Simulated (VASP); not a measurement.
Input of a VASP 6.6.1 run:

The input INCAR:

```
PREC     = Accurate       # precision mode
ENCUT    = 520            # plane-wave cutoff, eV
EDIFF    = 1E-6           # SCF threshold, eV
ISMEAR   = -1             # smearing method
SIGMA    = 0.1            # smearing width, eV
LREAL    = False          # projectors in reciprocal space
LASPH    = True           # aspherical terms in the spheres
NELM     = 80             # most SCF steps
ALGO     = Normal         # electronic algorithm
ISIF     = 2              # what is computed and relaxed
LWAVE    = False          # write WAVECAR
LCHARG   = False          # write CHGCAR
GGA      = PE             # functional
NBANDS   = 21             # bands
```

File KPOINTS:

```
Automatic mesh
0
Gamma
  5 5 5
```

Contents of POSCAR:

```
Sn
1.0
    0.0000000000      3.2333400000      3.2333400000
    3.2333400000      0.0000000000      3.2333400000
    3.2333400000      3.2333400000      0.0000000000
Sn
2
Direct
    0.0000000000      0.0000000000      0.0150000000
    0.2500000000      0.2500000000      0.2500000000
```

Potentials or basis: VASP PAW PBE potentials, release 64 (Sn_d).

The run is started by

```console
$ cat potpaw_PBE.64/Sn_d/POTCAR > POTCAR
$ mpirun -np 1 vasp_std > vasp.out
```

Task: Predict the pressure.

Result: 4.1 GPa.

Task: Estimate the band gap on the k mesh.

Result: Zero (band 14 reaches 5.86 eV, above the bottom of band 15 at 5.73 eV).

Task: What does it give for the largest force?

Result: 0.551 eV/Å.

Stress tensor (GPa, compression positive):
```
4.05 0.08 1.22
0.08 4.05 1.22
1.22 1.22 4.13
```

Caveat: spin-orbit coupling is left out, which moves the levels of the heavy elements.
